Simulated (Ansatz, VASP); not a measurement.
# One calculation of Al, two programs

```
CELL_PARAMETERS angstrom
2.91350 0.00000 0.00000
-1.45675 2.52317 0.00000
0.00000 0.00000 4.70326
ATOMIC_POSITIONS crystal
Al 0.33333 0.66667 0.25000
Al 0.66667 0.33333 0.75000
```

Alike in both runs: task single point; functional r2SCAN; k mesh 14 × 14 × 8; occupations fermi-dirac, width 0.1 eV; no spin polarisation.

```csv
,VASP,Ansatz
version,VASP 6.6.1,Ansatz 0.2.0
potentials or method,"VASP PAW PBE potentials, release 64 (Al), cutoff 520 eV","plane waves (500 eV) with PAW, scalar-relativistic"
valence electrons in the cell,6,6
```

```tsv
	VASP	Ansatz	Ansatz less VASP
pressure (GPa)	-6.0	-5.8	+0.26
traceless stress, the component that is largest in VASP (GPa)	1.02	1.03	+0.008
```

VASP's potentials were made for PBE, not for r2SCAN. The functional is the same, so the differences come from potentials, cutoffs and numerics.
